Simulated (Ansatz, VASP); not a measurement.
**Two plane-wave programs on BeCd2Se3**

The input INCAR:

```
SYSTEM = BeCd2Se3
  PREC = Accurate
  ENCUT = 600
  EDIFF = 1E-6
  ISMEAR = 0
  SIGMA = 0.1
  LREAL = .FALSE.
  LASPH = .TRUE.
  NELM = 80
  ALGO = Normal
  ISIF = 3
  LWAVE = .FALSE.
  LCHARG = .FALSE.
  GGA = PE
  IBRION = 2
  NSW = 100
  EDIFFG = -0.01
```

Contents of KPOINTS:

```
Automatic mesh
0
G
  10 10 4
  0 0 0
```

File POSCAR:

```
BeCd2Se3
1.0
    3.7087258783      0.0000000000      0.0000000000
    0.0000000000      3.7087258783      0.0000000000
    0.0000000000      0.0000000000     11.4943167251
Be Cd Se
1 2 3
Direct
    0.0000000000      0.0000000000      0.0000000000
    0.5000000000      0.0000000000      0.4073554824
    0.0000000000      0.5000000000      0.5926445176
    0.5000000000      0.0000000000      0.6565040618
    0.0000000000      0.5000000000      0.3434959382
    0.5000000000      0.5000000000      0.0000000000
```

Input for Ansatz:

```yaml
crystal:
  lattice:
    - [3.7087258783, 0.0, 0.0]
    - [0.0, 3.7087258783, 0.0]
    - [0.0, 0.0, 11.4943167251]
  atoms:
    - { symbol: Be, position: [0.0, 0.0, 0.0] }
    - { symbol: Cd, position: [0.5, 0.0, 0.4073554824] }
    - { symbol: Cd, position: [0.0, 0.5, 0.5926445176] }
    - { symbol: Se, position: [0.5, 0.0, 0.6565040618] }
    - { symbol: Se, position: [0.0, 0.5, 0.3434959382] }
    - { symbol: Se, position: [0.5, 0.5, 0.0] }
basis:
  ecutwfc: 420
kpoints:
  mp_grid: { grid: [10, 10, 4] }
hamiltonian:
  xc: pbe
scf:
  occupations: { method: gaussian, width: 0.1 }
output:
  forces: true
  stress: true
  eigenvalues: true
relax:
  adjacent_minimum: "off"
  f_tol: 0.01
  max_steps: 80
  cell: { stress_tol: 0.05 }
```

Change from the starting cell: species swapped into the Ti2CuSb3 type (P-4m2, No. 115).

Alike in both runs: task relaxation of cell and atoms; functional PBE; k mesh 10 × 10 × 4; occupations gaussian, width 0.1 eV; no spin polarisation.

|  | VASP | Ansatz |
| --- | --- | --- |
| version | VASP 6.6.1 | Ansatz 0.2.0 |
| potentials or method | VASP PAW PBE potentials, release 64 (Be, Cd, Se), cutoff 600 eV | scalar-relativistic, plane waves, PAW |
| valence electrons in the cell | 44 | 90 |

|  | VASP | Ansatz | Ansatz less VASP |
| --- | --- | --- | --- |
| gap on the k mesh at the Fermi level, each at its own relaxed structure (eV) | none | none | - |
| relaxed volume (Å³/atom) | 26.93 | 27.29 | +0.360 |
| relaxed length of the cell vector where the two differ most in proportion (Å) | 11.733 | 11.930 | +0.1963 |

A gap of «none» marks a metal or a gap that the smearing closes. VASP's potentials hold 44 valence electrons a cell and Ansatz's 90, so a difference there can come from the potentials and not from the codes.
